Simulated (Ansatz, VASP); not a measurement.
## ZrO2 in VASP and in Ansatz

The input INCAR:

```
SYSTEM = ZrO2
  PREC = Accurate
  ENCUT = 600
  EDIFF = 1E-7
  ISMEAR = 0
  SIGMA = 0.02
  LREAL = .False.
  LASPH = .True.
  NELM = 120
  ALGO = Normal
  ISIF = 3
  LWAVE = .False.
  LCHARG = .False.
  GGA = PS
  IBRION = 2
  NSW = 100
  EDIFFG = -0.005
  GGA_COMPAT = .False.
  NELMIN = 4
```

The input KPOINTS:

```
regular mesh
0
Gamma
  6 6 6
  0 0 0
```

POSCAR

```
ZrO2
1.0
    3.6001684600      0.0000000000      0.0000000000
    0.0000000000      3.6001684600      0.0000000000
    0.0000000000      0.0000000000      5.2251560400
Zr O
2 4
Direct
    0.0000000000      0.0000000000      0.0000000000
    0.5000000000      0.5000000000      0.5000000000
    0.0000000000      0.5000000000      0.3017749100
    0.0000000000      0.5000000000      0.8017749100
    0.5000000000      0.0000000000      0.6982250900
    0.5000000000      0.0000000000      0.1982250900
```

Input for Ansatz:

```yaml
crystal:
  lattice:
    - [3.60016846, 0.0, 0.0]
    - [0.0, 3.60016846, 0.0]
    - [0.0, 0.0, 5.22515604]
  atoms:
    - { symbol: Zr, position: [0.0, 0.0, 0.0] }
    - { symbol: Zr, position: [0.5, 0.5, 0.5] }
    - { symbol: O, position: [0.0, 0.5, 0.30177491] }
    - { symbol: O, position: [0.0, 0.5, 0.80177491] }
    - { symbol: O, position: [0.5, 0.0, 0.69822509] }
    - { symbol: O, position: [0.5, 0.0, 0.19822509] }
basis:
  ecutwfc: 420
kpoints:
  mp_grid: { grid: [6, 6, 6] }
hamiltonian:
  xc: pbesol
scf:
  occupations: { method: gaussian, width: 0.02 }
output:
  forces: true
  stress: true
  eigenvalues: true
  write_density: true
  write_potential: true
  elf: true
  volumetric_format: npy
relax:
  adjacent_minimum: "off"
  f_tol: 0.005
  max_steps: 80
  cell: { stress_tol: 0.05 }
```

Alike in both runs: task relaxation of cell and atoms; functional PBEsol; k mesh 6 × 6 × 6; occupations gaussian, width 0.02 eV; no spin polarisation.

```csv
,VASP,Ansatz
version,VASP 6.6.1,Ansatz 0.2.0
potentials or method,"VASP PAW PBE potentials, release 64 (Zr_sv, O), cutoff 600 eV","scalar-relativistic, plane waves, PAW"
valence electrons in the cell,48,48
```

VASP gave:

```
gap on the k mesh at the Fermi level, each at its own relaxed structure (eV) : 4.00
relaxed volume (Å³/atom)                                                     : 11.09
relaxed cell length with the largest relative difference (Å)                 : 5.174
```

Question: What did Ansatz give for the same quantities?

Answer: gap on the k mesh at the Fermi level, each at its own relaxed structure (eV): 4.02; relaxed volume (Å³/atom): 11.09; relaxed cell length with the largest relative difference (Å): 5.177.

VASP's potentials were made for PBE, not for PBEsol.
